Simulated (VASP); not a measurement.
Write the native input for VASP 6.6.1 that does the following.

```
Task                   : single point
Functional             : LDA
Potentials or basis    : VASP PAW LDA potentials, release 64 (K_sv, F)
Cutoff                 : 520 eV
k mesh                 : 8 × 8 × 8
Occupations            : gaussian, width 0.01 eV
Spin                   : no spin polarisation
Dipole correction      : no
Further INCAR settings : ALGO = Normal; EDIFF = 1e-06; NBANDS = 15
```

The structure of KF lies in POSCAR:

```
KF
1.0
    3.0832301891      0.0000000000      0.0000000000
    0.0000000000      3.0832301891      0.0000000000
    0.0000000000      0.0000000000      3.0832301891
K F
1 1
Direct
    0.0000000000      0.0000000000      0.0000000000
    0.5000000000      0.5000000000      0.5000000000
```

The input as run:

INCAR

```
SYSTEM = KF
PREC = Accurate
ENCUT = 520
EDIFF = 1E-6
ISMEAR = 0
SIGMA = 0.01
LREAL = .False.
LASPH = .True.
NELM = 80
ALGO = Normal
ISIF = 2
LWAVE = .False.
LCHARG = .True.
GGA = CA
LELF = .True.
LVHAR = .True.
NBANDS = 15
```

KPOINTS

```
Automatic mesh
0
Gamma
  8 8 8
  0 0 0
```

Potentials or basis: VASP PAW LDA potentials, release 64 (K_sv, F).

Run with:

```bash
$ cat potpaw_LDA.64/K_sv/POTCAR potpaw_LDA.64/F/POTCAR > POTCAR
$ mpirun -np 1 vasp_std > vasp.out
```

It gave:

```yaml
Pressure: 0.4 GPa
Band_gap_on_the_k_mesh: 7.20 eV, indirect (the least direct gap lies 2.6 meV higher)
```

It took 14 s on 1 thread of AMD EPYC 7R43 64-Core Processor (Zen 3), with other jobs on the host, peak memory 0.1 GiB.
